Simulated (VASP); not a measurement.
A run of VASP 6.6.1:

INCAR

```
SYSTEM = WC
  ALGO = Normal
  EDIFF = 1E-6
  ENCUT = 520
  GGA = PE
  GGA_COMPAT = .FALSE.
  ISIF = 2
  ISMEAR = -5
  LASPH = .TRUE.
  LCHARG = .FALSE.
  LMAXMIX = 4
  LORBIT = 11
  LORBMOM = .TRUE.
  LREAL = .FALSE.
  LSORBIT = .TRUE.
  LWAVE = .FALSE.
  MAGMOM = 0 0 0 0 0 0
  NBANDS = 30
  NELM = 150
  PREC = Accurate
  SIGMA = 0.1
```

The input KPOINTS:

```
k-points
0
G
  14 14 12
  0 0 0
```

File POSCAR:

```
WC
1.0
    2.9209539620      0.0000000000      0.0000000000
   -1.4604769810      2.5296203344      0.0000000000
    0.0000000000      0.0000000000      2.8466159029
W C
1 1
Direct
    0.0000000000      0.0000000000      0.0000000000
    0.6666666667      0.3333333333      0.5000000000
```

Potentials or basis: VASP PAW PBE potentials, release 64 (W_sv, C).

Command:

```console
$ cat potpaw_PBE.64/W_sv/POTCAR potpaw_PBE.64/C/POTCAR > POTCAR
$ mpirun -np 1 vasp_ncl > vasp.out
```

Hardware: 1 thread of Oxide Virtual Turin-like Processor, on a shared host.

**Question.** How long does it take, and how much memory?

**Answer.** It took 3 min on 1 thread of Oxide Virtual Turin-like Processor, on a shared host, peak memory 0.37 GiB. Counts: scf iterations 14, k points 280.
